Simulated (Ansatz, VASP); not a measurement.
**LuTl3: VASP beside Ansatz**

```
Lu Tl
1.0
     4.68382    0.00000    0.00000
     0.00000    4.68382    0.00000
     0.00000    0.00000    4.68382
Lu Tl
1 3
Direct
  0.00000 0.00000 0.00000
  0.00000 0.50000 0.50000
  0.50000 0.00000 0.50000
  0.50000 0.50000 0.00000
```

Change from the starting cell: volume scaled by 1.02.

Alike in both runs: task single point; functional PBEsol; k mesh 7 × 7 × 7; occupations fermi-dirac, width 0.08 eV; no spin polarisation.

|  | VASP | Ansatz |
| --- | --- | --- |
| version | VASP 6.6.1 | Ansatz 0.2.0 |
| potentials or method | VASP PAW PBE potentials, release 64 (Lu, Tl_d), cutoff 520 eV | all-electron LAPW, scalar-relativistic |

```csv
,VASP,Ansatz,Ansatz less VASP
pressure (GPa),-1.4,-1.3,+0.03
```

VASP's potentials were made for PBE, not for PBEsol. Ansatz ran all-electron here, and VASP with PAW potentials.

Spin-orbit coupling is off throughout.
